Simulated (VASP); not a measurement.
Here is a VASP 6.6.1 calculation.

INCAR

```
ALGO = Normal
EDIFF = 1E-6
EDIFFG = -0.005
ENCUT = 600
GGA = PE
IBRION = 2
ISIF = 3
ISMEAR = -1
LASPH = True
LCHARG = False
LREAL = False
LWAVE = False
NELM = 80
NSW = 80
PREC = Accurate
SIGMA = 0.02
```

File KPOINTS:

```
k-points
0
Gamma
  12 12 6
```

File POSCAR:

```
CuF
1.0
    2.7806607560      0.0000000000      0.0000000000
   -1.3903303780      2.4081228540      0.0000000000
    0.0000000000      0.0000000000      4.5408190146
Cu F
2 2
Direct
    0.3333333333      0.6666666667      0.0000000000
    0.6666666667      0.3333333333      0.5000000000
    0.3333333333      0.6666666667      0.3750000000
    0.6666666667      0.3333333333      0.8750000000
```

Potentials or basis: VASP PAW PBE potentials, release 64 (Cu, F).

Launch:

```sh
$ cat potpaw_PBE.64/Cu/POTCAR potpaw_PBE.64/F/POTCAR > POTCAR
$ mpirun -np 1 vasp_std > vasp.out
```

Question: What does it give for the relaxed volume?

Answer: 12.17 Å³/atom.

Question: What does it give for the relaxed cell?

Answer: a = 2.997 Å, b = 2.997 Å, c = 6.259 Å, α = 90.00°, β = 90.00°, γ = 120.00°.

Question: What does it give for the space group after relaxing (to 0.1 Å)?

Answer: P6_3mc (No. 186).

Question: Estimate the band gap on the k mesh.

Answer: 0.19 eV (least direct gap 0.39 eV).

The path:
```tsv
step	energy change (eV)	largest force (eV/Å)	pressure (GPa)	volume (Å³)
1	0.0000	0.1031	195.77	30.41
3	-8.7556	0.0524	-3.98	55.86
5	-8.7802	0.0580	0.01	53.92
7	-8.7837	0.0820	-0.01	53.91
9	-8.8171	0.1921	-0.30	53.83
11	-8.6603	2.0535	1.22	53.25
13	-8.8744	0.2666	-0.74	53.64
15	-8.8748	0.2764	-0.73	53.63
17	-8.8762	0.3196	-0.82	53.62
19	-8.8785	0.3808	-0.86	53.58
21	-8.8898	0.3423	-1.22	53.51
23	-8.9234	0.2186	-2.77	53.17
25	-8.9542	0.0736	-4.43	51.79
27	-8.9815	0.0283	-1.97	48.91
29	-8.9868	0.1080	-0.25	48.72
31	-8.9879	0.0033	0.17	48.58
33	-8.9879	0.0094	0.16	48.59
35	-8.9879	0.0003	-0.30	48.63
37	-8.9879	0.0023	-0.03	48.66
39	-8.9879	0.0053	-0.13	48.68
41	-8.9879	0.0106	-0.03	48.69
43	-8.9879	0.0122	0.03	48.69
45	-8.9879	0.0129	0.07	48.70
47	-8.9879	0.0125	0.10	48.68
49	-8.9879	0.0121	-0.05	48.69
51	-8.9879	0.0144	-0.05	48.68
53	-8.9879	0.0149	0.02	48.68
55	-8.9880	0.0015	0.02	48.68
```

Caveat: the volume moved by over 15 % at a fixed basis, so the end points are rough; the structure was generated, so it needn't be the stable form of CuF; semilocal functionals underestimate gaps, and a narrow one can read as zero. A k mesh can miss the band edges.
